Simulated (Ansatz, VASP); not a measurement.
# Two plane-wave programs on Rb3Pt

```xyz
4
Lattice="5.4245 0.0000 0.0000 0.0000 5.4245 0.0000 0.0000 0.0000 5.4245" Properties=species:S:1:pos:R:3 pbc="T T T"
Pt    2.7122    2.7122    2.7122
Rb    2.7122    0.0000    0.0000
Rb    0.0000    2.7122    0.0000
Rb    0.0000    0.0000    2.7122
```

Alike in both runs: task single point; functional PBE; k mesh 5 × 5 × 5; occupations fermi-dirac, width 0.05 eV; no spin polarisation.

|  | VASP | Ansatz |
| --- | --- | --- |
| version | VASP 6.6.1 | Ansatz 0.2.0 |
| potentials or method | VASP PAW PBE potentials, release 64 (Pt, Rb_sv) | Ansatz PAW |
| plane-wave cutoff (eV) | 520 | 420 |
| valence electrons in the cell | 37 | 45 |

```tsv
	VASP	Ansatz	Ansatz less VASP
gap on the k mesh at the Fermi level (eV)	none	none	-
pressure (GPa)	0.3	0.3	-0.01
```

A gap of «none» marks a metal or a gap that the smearing closes. The functional is the same, so the differences come from potentials, cutoffs and numerics. VASP's potentials hold 37 valence electrons a cell and Ansatz's 45, so a difference there can come from the potentials and not from the codes.

Neither program's run includes spin-orbit coupling.
